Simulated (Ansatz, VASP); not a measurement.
## Two plane-wave programs on Ni

```
CELL_PARAMETERS angstrom
2.44585 0.00000 0.00000
-1.22292 2.11817 0.00000
0.00000 0.00000 4.03435
ATOMIC_POSITIONS crystal
Ni 0.33333 0.66667 0.25000
Ni 0.66667 0.33333 0.75000
```

Alike in both runs: task single point; functional r2SCAN; k mesh 17 × 17 × 9; occupations fermi-dirac, width 0.1 eV; no spin polarisation.

|  | VASP | Ansatz |
| --- | --- | --- |
| version | VASP 6.6.1 | Ansatz 0.2.0 |
| potentials or method | VASP PAW PBE potentials, release 64 (Ni), cutoff 520 eV | plane waves (500 eV) with PAW, scalar-relativistic |
| valence electrons in the cell | 20 | 36 |

Ansatz gave:

- pressure (GPa): 0.0
- traceless stress, the component that is largest in VASP (GPa): 0.03

Which values does VASP return?

Pressure (GPa): 0.6; traceless stress, the component that is largest in VASP (GPa): -0.08.

VASP's potentials were made for PBE, not for r2SCAN. VASP's potentials hold 20 valence electrons a cell and Ansatz's 36, so a difference there can come from the potentials and not from the codes.
